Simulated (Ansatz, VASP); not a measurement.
**One calculation of BaS, two programs**

```xyz
2
Lattice="-0.0639 3.1618 3.1618 3.1618 -0.0639 3.1618 3.1618 3.1618 -0.0639" Properties=species:S:1:pos:R:3 pbc="T T T"
Ba    0.0000    0.0000    0.0000
S     3.1299    3.1299    3.1299
```

Change from the starting cell: equal xy, yz and zx shear strains of -2 %, crystal datasets.

Alike in both runs: task electric field gradients; functional PBE; k mesh 8 × 8 × 8; occupations fermi-dirac, width 0.02 eV; no spin polarisation.

```csv
,VASP,Ansatz
version,VASP 6.6.1,Ansatz 0.2.0
potentials or method,"VASP PAW PBE potentials, release 64 (Ba_sv, S), cutoff 520 eV","all-electron PAW with datasets made for the crystal, scalar-relativistic"
```

```csv
,VASP,Ansatz,Ansatz less VASP
gap on the k mesh at the Fermi level (eV),2.06,2.16,+0.099
pressure (GPa),1.4,0.8,-0.59
"traceless stress, the component that is largest in VASP (GPa)",0.35,0.35,0.000
size of Vzz on the site where it differs most (V/Å²),14.3,14.1,-0.12
```

Ansatz ran all-electron here, and VASP with PAW potentials.

Neither program's run includes spin-orbit coupling.
